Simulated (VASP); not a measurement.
# MgCd2S3 (P-4m2) in VASP: a series of runs, part 2 of 2

VASP 6.6.1. Earlier steps stand in the parts before.

### 5 Relaxation of cell and atoms, PBE

File INCAR:

```
ALGO     = Normal         # electronic algorithm
EDIFF    = 1E-6           # SCF threshold, eV
EDIFFG   = -0.04          # ionic threshold
ENCUT    = 600            # plane-wave cutoff, eV
GGA      = PE             # functional
IBRION   = 2              # ionic algorithm
ISIF     = 3              # what is computed and relaxed
ISMEAR   = 0              # smearing method
LASPH    = True           # aspherical terms in the spheres
LCHARG   = False          # write CHGCAR
LREAL    = False          # projectors in reciprocal space
LWAVE    = False          # write WAVECAR
NELM     = 60             # most SCF steps
NSW      = 90             # ionic steps
PREC     = Accurate       # precision mode
SIGMA    = 0.1            # smearing width, eV
```

File KPOINTS:

```
k-points
0
Gamma
  4 4 2
```

File POSCAR:

```
MgCd2S3
1.0
    3.7963265100      0.0000000000      0.0000000000
    0.0000000000      3.7963265100      0.0000000000
    0.0000000000      0.0000000000      8.4331967200
Mg Cd S
1 2 3
Direct
    0.5000000000      0.5000000000      0.0000000000
    0.5000000000      0.0000000000      0.7398749000
    0.0000000000      0.5000000000      0.2601251000
    0.5000000000      0.0000000000      0.3835413500
    0.0000000000      0.5000000000      0.6164586500
    0.0000000000      0.0000000000      0.0000000000
```

The run is started by

```sh
$ cat potpaw_PBE.64/Mg/POTCAR potpaw_PBE.64/Cd/POTCAR potpaw_PBE.64/S/POTCAR > POTCAR
$ mpirun -np 1 vasp_std > vasp.out
```

Wall time 9.7 min (1 thread of AMD EPYC 7R13 (Zen 3), shared host); peak memory 0.25 GiB.

It converged, with:

```yaml
Free_energy: -18.7797 eV
Relaxed_volume: 23.99 Å³/atom
Relaxed_cell: a = 3.701 Å, b = 3.701 Å, c = 10.505 Å, α = 90.00°, β = 90.00°, γ = 90.00°
Space_group_after_relaxing_to_0.1_Å: P-4m2 (No. 115)
Energy_gained_by_relaxing: 427.3 meV/atom
Ionic_steps: 27
Pressure_after_relaxing: -0.1 GPa
Largest_force_after_relaxing: 0.037 eV/Å
Band_gap_on_the_k_mesh: 0.58 eV (least direct gap 0.80 eV)
```

Forces in eV/Å, atoms in the order of the input:
```
Mg   0.000  0.000  0.000
Cd   0.000  0.000 -0.037
Cd   0.000  0.000  0.037
S    0.000  0.000  0.001
S    0.000  0.000 -0.001
S    0.000  0.000  0.000
```

Stress tensor (GPa, compression positive):
```
-0.13  0.00  0.00
 0.00 -0.13  0.00
 0.00  0.00  0.07
```

The path:
| step | energy change (eV) | largest force (eV/Å) | pressure (GPa) | volume (Å³) |
| --- | --- | --- | --- | --- |
| 1 | 0.0000 | 2.3103 | -0.97 | 121.54 |
| 2 | -0.7640 | 1.7897 | 0.27 | 119.34 |
| 3 | -1.5373 | 0.9025 | 5.00 | 115.43 |
| 4 | -0.4621 | 0.2275 | 24.54 | 107.07 |
| 5 | -1.6237 | 0.5263 | 8.77 | 113.47 |
| 6 | -2.0176 | 0.4934 | 3.57 | 121.55 |
| 7 | -2.1685 | 0.4456 | -2.57 | 135.81 |
| 8 | -2.1844 | 0.4575 | -1.37 | 132.35 |
| 9 | -2.2241 | 0.4307 | -1.04 | 132.55 |
| 10 | -2.3100 | 0.3644 | 0.02 | 133.07 |
| 11 | -2.3456 | 0.4162 | 1.92 | 133.89 |
| 12 | -2.3546 | 0.3755 | 1.37 | 133.66 |
| 13 | -2.3870 | 0.4363 | 0.69 | 135.27 |
| 14 | -2.4209 | 0.5765 | -0.67 | 138.60 |
| 15 | -2.4474 | 0.5407 | -0.49 | 138.13 |
| 16 | -2.4973 | 0.3502 | 0.24 | 136.70 |
| 17 | -2.4989 | 0.2447 | 0.61 | 136.22 |
| 18 | -2.4995 | 0.2875 | 0.47 | 136.40 |
| 19 | -2.5107 | 0.2696 | 0.11 | 137.51 |
| 20 | -2.5246 | 0.2117 | -0.84 | 140.77 |
| 21 | -2.5308 | 0.1794 | -0.71 | 140.83 |
| 22 | -2.5451 | 0.1254 | -0.31 | 141.00 |
| 23 | -2.5547 | 0.1194 | 0.50 | 141.33 |
| 24 | -2.5549 | 0.1188 | 0.40 | 141.29 |
| 25 | -2.5591 | 0.0734 | 0.27 | 142.01 |
| 26 | -2.5635 | 0.0494 | -0.10 | 144.14 |
| 27 | -2.5636 | 0.0375 | -0.07 | 143.92 |

Final structure:
```cif
data_structure
_symmetry_space_group_name_H-M 'P 1'
_symmetry_Int_Tables_number 1
_cell_length_a 3.7013
_cell_length_b 3.7013
_cell_length_c 10.5052
_cell_angle_alpha 90.000
_cell_angle_beta 90.000
_cell_angle_gamma 90.000
_cell_volume 143.92
loop_
_atom_site_label
_atom_site_type_symbol
_atom_site_fract_x
_atom_site_fract_y
_atom_site_fract_z
_atom_site_occupancy
Mg1 Mg 0.50000 0.50000 0.00000 1
Cd1 Cd 0.50000 0.00000 0.61400 1
Cd2 Cd 0.00000 0.50000 0.38600 1
S1 S 0.50000 0.00000 0.35377 1
S2 S 0.00000 0.50000 0.64623 1
S3 S 0.00000 0.00000 0.00000 1
```

Levels at points of the mesh, in eV from the valence-band top:
| k point | band 20 | band 21 | band 22 | band 23 | band 24 | band 25 |
| --- | --- | --- | --- | --- | --- | --- |
| (0.00, 0.00, 0.00) | -0.73 | -0.73 | -0.70 | 0.71 | 1.20 | 2.65 |
| (0.50, 0.00, 0.00) | -0.38 | -0.04 | 0.00 | 2.75 | 3.94 | 4.67 |
| (0.50, 0.50, 0.00) | -2.17 | -2.17 | -0.20 | 0.66 | 0.66 | 1.80 |
| (0.00, 0.00, 0.50) | -1.34 | -0.72 | -0.72 | 1.20 | 1.27 | 2.26 |
| (0.50, 0.00, 0.50) | -0.38 | -0.04 | 0.00 | 3.42 | 3.58 | 3.78 |
| (0.50, 0.50, 0.50) | -2.13 | -2.13 | -0.21 | 0.58 | 0.58 | 1.83 |

Caveat: the volume moved by over 15 % at a fixed basis, so the end points are rough; semilocal functionals underestimate gaps, and a narrow one can read as zero.

### 6 Single point, PBE

This run uses another cell than the first one, of 25.38 Å³/atom.

File INCAR:

```
SYSTEM = MgCd2S3
PREC = Accurate ; ENCUT = 520
EDIFF = 1E-7 ; ISMEAR = 0
SIGMA = 0.02 ; LREAL = .FALSE.
LASPH = .TRUE. ; NELM = 80
ALGO = Normal ; ISIF = 2
LWAVE = .FALSE. ; LCHARG = .TRUE.
GGA = PE ; LELF = .TRUE.
LVHAR = .TRUE. ; NBANDS = 31
```

File KPOINTS:

```
Automatic mesh
0
G
  8 8 4
  0 0 0
```

File POSCAR:

```
MgCd2S3
1.0
    3.6829290200      0.0000000000      0.0000000000
    0.0000000000      3.6829290200      0.0000000000
    0.0000000000      0.0000000000     11.2256297428
Mg Cd S
1 2 3
Direct
    0.5000000000      0.5000000000      0.0000000000
    0.5000000000      0.0000000000      0.6057246219
    0.0000000000      0.5000000000      0.3942753781
    0.5000000000      0.0000000000      0.3614832464
    0.0000000000      0.5000000000      0.6385167536
    0.0000000000      0.0000000000      0.0000000000
```

Potentials or basis: VASP PAW PBE potentials, release 64 (Mg, Cd, S).

The run is started by

```sh
$ cat potpaw_PBE.64/Mg/POTCAR potpaw_PBE.64/Cd/POTCAR potpaw_PBE.64/S/POTCAR > POTCAR
$ mpirun -np 1 vasp_std > vasp.out
```

OUTCAR:

```text
SYSTEM = MgCd2S3
   PREC = Accurate
   ENCUT = 520
   EDIFF = 1E-7
   ISMEAR = 0
   LREAL = .FALSE.
   LASPH = .TRUE.
   NELM = 80
   ISIF = 2
   GGA = PE

 ion  position               nearest neighbor table
   1  0.500  0.500  0.000-   6 2.60   6 2.60   6 2.60   6 2.60
   2  0.500  0.000  0.606-   5 2.63   5 2.63   5 2.63   5 2.63   4 2.74   3 3.52   3 3.52   3 3.52
                             3 3.52
   3  0.000  0.500  0.394-   4 2.63   4 2.63   4 2.63   4 2.63   5 2.74   2 3.52   2 3.52   2 3.52
                             2 3.52
   4  0.500  0.000  0.361-   3 2.63   3 2.63   3 2.63   3 2.63   2 2.74
   5  0.000  0.500  0.639-   2 2.63   2 2.63   2 2.63   2 2.63   3 2.74
   6  0.000  0.000  0.000-   1 2.60   1 2.60   1 2.60   1 2.60

  LATTYP: Found a simple tetragonal cell.
 ALAT       =     3.6829290200
 C/A-ratio  =     3.0480168588

  Lattice vectors:

 A1 = (   3.6829290200,   0.0000000000,   0.0000000000)
 A2 = (   0.0000000000,   3.6829290200,   0.0000000000)
 A3 = (   0.0000000000,   0.0000000000,  11.2256297428)

Analysis of symmetry for initial positions (statically):
=====================================================================
[... 185 lines left out ...]
 fundamental gap:      0.6260361769
 Fermi energy:         1.6370353864

 k-point     1 :       0.0000    0.0000    0.0000
  band No.  band energies     occupation
      1     -11.5522      2.00000
      2     -11.1650      2.00000
      3      -9.9142      2.00000
      4      -6.7984      2.00000
      5      -6.6230      2.00000
      6      -6.5538      2.00000
[... 805 lines left out ...]
     30       7.8105      0.00000
     31       8.0759      0.00000

 [... further k-points ...]

------------------------ aborting loop because EDIFF is reached ----------------------------------------

  FORCE on cell =-STRESS in cart. coord.  units (eV):
  Direction    XX          YY          ZZ          XY          YZ          ZX
  --------------------------------------------------------------------------------------
  -------------------------------------------------------------------------------------
  Total        0.2441604      0.2441604      0.1186459      0.0000000      0.0000000      0.0000000
  in kB        2.5691436      2.5691436      1.2484347      0.0000000      0.0000000      0.0000000
  external PRESSURE =       2.1289073 kB  Pullay stress =       0.0000000 kB

 VOLUME and BASIS-vectors are now :
 -----------------------------------------------------------------------------
  energy-cutoff  :      520.00
  volume of cell :      152.26
      direct lattice vectors                 reciprocal lattice vectors
     3.682929020  0.000000000  0.000000000     0.271523017  0.000000000  0.000000000
     0.000000000  3.682929020  0.000000000     0.000000000  0.271523017  0.000000000
     0.000000000  0.000000000 11.225629743     0.000000000  0.000000000  0.089081862

 POSITION                                       TOTAL-FORCE (eV/Angst)
 -----------------------------------------------------------------------------------
      1.84146      1.84146      0.00000         0.000000     -0.000000      0.000000
      1.84146      0.00000      6.79964        -0.000000      0.000000      0.002745
      0.00000      1.84146      4.42599         0.000000      0.000000     -0.002745
      1.84146      0.00000      4.05788         0.000000      0.000000     -0.043116
      0.00000      1.84146      7.16775         0.000000      0.000000      0.043116
      0.00000      0.00000      0.00000         0.000000      0.000000      0.000000
 -----------------------------------------------------------------------------------
    total drift:                                0.000000      0.000000      0.000000

  FREE ENERGIE OF THE ION-ELECTRON SYSTEM (eV)
  ---------------------------------------------------
  free  energy   TOTEN  =       -18.9174670120 eV

  energy  without entropy=      -18.9174670120  energy(sigma->0) =      -18.91746701
```

stdout:

```text
POSCAR found type information on POSCAR MgCdS
 POSCAR found :  3 types and       6 ions
 scaLAPACK will be used
 LDA part: xc-table for (Slater+PW92), standard interpolation
 POSCAR, INCAR and KPOINTS ok, starting setup
 FFT: planning ... GRIDC
 FFT: planning ... GRID_SOFT
 FFT: planning ... GRID
 WAVECAR not read
 entering main loop
```

Wall time 2.8 min (1 thread of AMD EPYC 7R13 (Zen 3), shared host); peak memory 0.33 GiB.

Results:

| Item | Value |
| --- | --- |
| Free energy | -18.9175 eV |
| Pressure | 0.2 GPa |
| Largest force | 0.043 eV/Å |
| Band gap on the k mesh | 0.63 eV (least direct gap 0.79 eV) |

Forces in eV/Å, atoms in the order of the input:
```
Mg   0.000  0.000  0.000
Cd   0.000  0.000  0.003
Cd   0.000  0.000 -0.003
S    0.000  0.000 -0.043
S    0.000  0.000  0.043
S    0.000  0.000  0.000
```

Caveat: semilocal functionals underestimate gaps, and a narrow one can read as zero. A k mesh can miss the band edges.

### 7 The runs side by side

```csv
task,cell,k mesh,cutoff (eV),smearing,gap on the mesh (eV),pressure (GPa),largest force (eV/Å)
single point,"a = 3.796, b = 3.796, c = 8.433 Å, 6 atoms, atomic positions A",4 × 4 × 2,520,gaussian 0.1 eV,none,-1.0,2.31
single point,"a = 3.693, b = 3.693, c = 10.936 Å, 6 atoms, atomic positions B",4 × 4 × 2,520,gaussian 0.1 eV,0.63,0.2,0.06
single point,"a = 3.693, b = 3.693, c = 10.936 Å, 6 atoms, atomic positions B",6 × 6 × 2,520,gaussian 0.1 eV,0.65,0.1,0.08
relaxation of cell and atoms,"relaxed from a = 3.796, b = 3.796, c = 8.433 Å, 6 atoms, atomic positions A",4 × 4 × 2,600,gaussian 0.1 eV,0.58,-0.1,0.04
single point,"a = 3.683, b = 3.683, c = 11.226 Å, 6 atoms, atomic positions C",8 × 8 × 4,520,gaussian 0.02 eV,0.63,0.2,0.04
```

Alike in all rows: level PBE; potentials or basis VASP PAW PBE potentials, release 64 (Mg, Cd, S); no spin polarisation.

Caveats: some runs use coarse meshes; semilocal functionals underestimate gaps, and a narrow one can read as zero; forces of over 1 eV/Å act on the atoms, so gaps and moduli don't describe the material at rest (at least some runs); the volume moved by over 15 % at a fixed basis, so the end points are rough (at least some runs).

Absolute energies hang on the potentials; compare differences alone.

The gap in the log of VASP goes by the Fermi energy; the results here count the filled bands.